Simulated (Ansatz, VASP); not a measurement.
## Co: VASP beside Ansatz

```
CELL_PARAMETERS angstrom
3.88575 0.00000 0.00000
-1.94287 3.36516 0.00000
0.00000 0.00000 2.37733
ATOMIC_POSITIONS crystal
Co 0.00000 0.00000 0.00000
Co 0.33333 0.66667 0.50000
Co 0.66667 0.33333 0.50000
```

Alike in both runs: task single point; functional r2SCAN; k mesh 10 × 10 × 15; occupations fermi-dirac, width 0.05 eV; collinear spin.

```csv
,VASP,Ansatz
version,VASP 6.6.1,Ansatz 0.2.0
potentials or method,"VASP PAW PBE potentials, release 64 (Co), cutoff 520 eV","plane waves (500 eV) with PAW, scalar-relativistic"
valence electrons in the cell,27,51
```

```csv
,VASP,Ansatz,Ansatz less VASP
pressure (GPa),9.6,9.8,+0.18
"traceless stress, the component that is largest in VASP (GPa)",-0.13,-0.19,-0.065
net moment per atom (μB),1.73,1.73,+0.007
size of the moment on the site where the two differ most (μB),1.71,1.80,+0.086
```

VASP's potentials were made for PBE, not for r2SCAN. Site moments also hang on the region over which each program counts them. VASP's potentials hold 27 valence electrons a cell and Ansatz's 51, so a difference there can come from the potentials and not from the codes. Ansatz's warnings: stability check not made.
